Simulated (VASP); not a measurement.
Write the native input for VASP 6.6.1 that does the following.

- Task: single point
- Functional: PBE
- Potentials or basis: VASP PAW PBE potentials, release 64 (Ba_sv, O)
- Cutoff: 520 eV
- k mesh: 28 × 28 × 28
- Occupations: fermi-dirac, width 0.0612256 eV
- Spin: no spin polarisation
- Dipole correction: no
- Further INCAR settings: ALGO = Normal; EDIFF = 1e-06; NBANDS = 20

The structure of Ba2O (antifluorite type) lies in POSCAR:

```
Ba2O
1.0
    0.0000000000      3.4171756375      3.4171756375
    3.4171756375      0.0000000000      3.4171756375
    3.4171756375      3.4171756375      0.0000000000
Ba O
2 1
Direct
    0.2500000000      0.2500000000      0.2500000000
    0.7500000000      0.7500000000      0.7500000000
    0.0000000000      0.0000000000      0.0000000000
```

The input as run:

INCAR

```
SYSTEM = Ba2O
PREC = Accurate
ENCUT = 520
EDIFF = 1E-6
ISMEAR = -1
SIGMA = 0.06122561905347299
LREAL = .FALSE.
LASPH = .TRUE.
NELM = 80
ALGO = Normal
ISIF = 2
LWAVE = .FALSE.
LCHARG = .FALSE.
GGA = PE
NBANDS = 20
```

KPOINTS

```
regular mesh
0
G
  28 28 28
  0 0 0
```

Potentials or basis: VASP PAW PBE potentials, release 64 (Ba_sv, O).

The run is started by

```console
$ cat potpaw_PBE.64/Ba_sv/POTCAR potpaw_PBE.64/O/POTCAR > POTCAR
$ mpirun -np 1 vasp_std > vasp.out
```

Results of the run:

```json
{
  "Pressure": "1.5 GPa",
  "Band gap on the k mesh": "zero (bands 13 and 14 overlap by 0.59 eV)"
}
```

Caveat: spin-orbit coupling is left out, which moves the levels of the heavy elements.

It took 22 min on 1 thread of Oxide Virtual Turin-like Processor, on a shared host, peak memory 0.88 GiB.
